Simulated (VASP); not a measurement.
B4Cl3, 7 atoms in the cell. The structure is hexagonal, space group P6/mmm (No. 191). The conventional cell has a = 5.409 Å, b = 5.409 Å, c = 5.096 Å, α = 90.00°, β = 90.00°, γ = 120.00°. Within 2.0 Å of B (site symmetry 3m) lie 1 B at 1.52 Å and 1 Cl at 1.79 Å. Within 2.4 Å of Cl (site symmetry -6m2) lie 2 B at 1.79 Å. Within 4.1 Å of Cl (site symmetry 6/mmm) lie 6 Cl at 3.12 Å and 12 B at 3.60 Å. 

* Program: VASP 6.6.1
* Task: single point
* Functional: PBE
* Potentials or basis: VASP PAW PBE potentials, release 64 (B, Cl)
* Cutoff: 520 eV
* k mesh: 9 × 9 × 8
* Occupations: gaussian, width 0.1 eV
* Spin: no spin polarisation
* Dipole correction: no
* Further INCAR settings: ALGO = Normal; EDIFF = 1e-06; NBANDS = 26

Potentials or basis: VASP PAW PBE potentials, release 64 (B, Cl).

Command:

```console
$ cat potpaw_PBE.64/B/POTCAR potpaw_PBE.64/Cl/POTCAR > POTCAR
$ mpirun -np 1 vasp_std > vasp.out
```

Hardware: 1 thread of AMD EPYC 7R43 64-Core Processor (Zen 3), on a shared host.

Q: Estimate the wall time of this run.

A: It took 2.8 min on 1 thread of AMD EPYC 7R43 64-Core Processor (Zen 3), on a shared host, peak memory 0.29 GiB. Counts: scf iterations 14, k points 60.
